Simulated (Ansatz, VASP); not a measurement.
**Two plane-wave programs on Cr**

```
CELL_PARAMETERS angstrom
3.80347 0.00000 0.00000
-1.90173 3.29390 0.00000
0.00000 0.00000 4.42756
ATOMIC_POSITIONS crystal
Cr 0.00000 0.00000 0.25000
Cr 0.00000 0.00000 0.75000
Cr 0.33333 0.66667 0.75000
Cr 0.66667 0.33333 0.25000
```

Alike in both runs: functional PBE; k mesh 6 × 6 × 2; occupations gaussian, width 0.1 eV; no spin polarisation.

Ansatz relaxed the structure, and its values are those at the end. VASP's run is a single point on that final structure, the one shown.

|  | VASP | Ansatz |
| --- | --- | --- |
| version | VASP 6.6.1 | Ansatz 0.2.0 |
| potentials or method | VASP PAW PBE potentials, release 64 (Cr_pv), cutoff 520 eV | scalar-relativistic, plane waves, PAW |
| valence electrons in the cell | 48 | 56 |

```csv
,VASP,Ansatz,Ansatz less VASP
gap on the k mesh at the Fermi level (eV),none,none,-
pressure (GPa),0.2,0.0,-0.20
```

A gap of «none» marks a metal or a gap that the smearing closes. VASP's potentials hold 48 valence electrons a cell and Ansatz's 56, so a difference there can come from the potentials and not from the codes.

The k mesh is coarse, so the values compare programs but aren't converged.
